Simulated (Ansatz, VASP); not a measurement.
## Two plane-wave programs on InP

```
CELL_PARAMETERS angstrom
0.00000 2.77020 2.77020
2.70565 0.00000 2.77020
2.70565 2.77020 0.00000
ATOMIC_POSITIONS crystal
In 0.97945 0.02055 0.02055
P 0.57617 0.42383 0.42383
```

Change from the starting cell: mode 4 frozen in at -0.422 Å, normal strain along x -0.0233.

Alike in both runs: task single point; functional PBE; k mesh 14 × 14 × 14; occupations gaussian, width 0.15 eV; no spin polarisation.

|  | VASP | Ansatz |
| --- | --- | --- |
| version | VASP 6.6.1 | Ansatz 0.2.0 |
| potentials or method | VASP PAW PBE potentials, release 64 (In_d, P), cutoff 520 eV | scalar-relativistic, plane waves, PAW |
| valence electrons in the cell | 18 | 18 |

```csv
,VASP,Ansatz,Ansatz less VASP
gap on the k mesh at the Fermi level (eV),none,none,-
pressure (GPa),13.8,14.1,+0.26
"traceless stress, the component that is largest in VASP (GPa)",31.21,31.74,+0.529
rms of the force components (eV/Å),2.849,2.901,+0.0525
```

Atom by atom the forces differ by 0.052 eV/Å (rms over components). A gap of «none» marks a metal or a gap that the smearing closes.
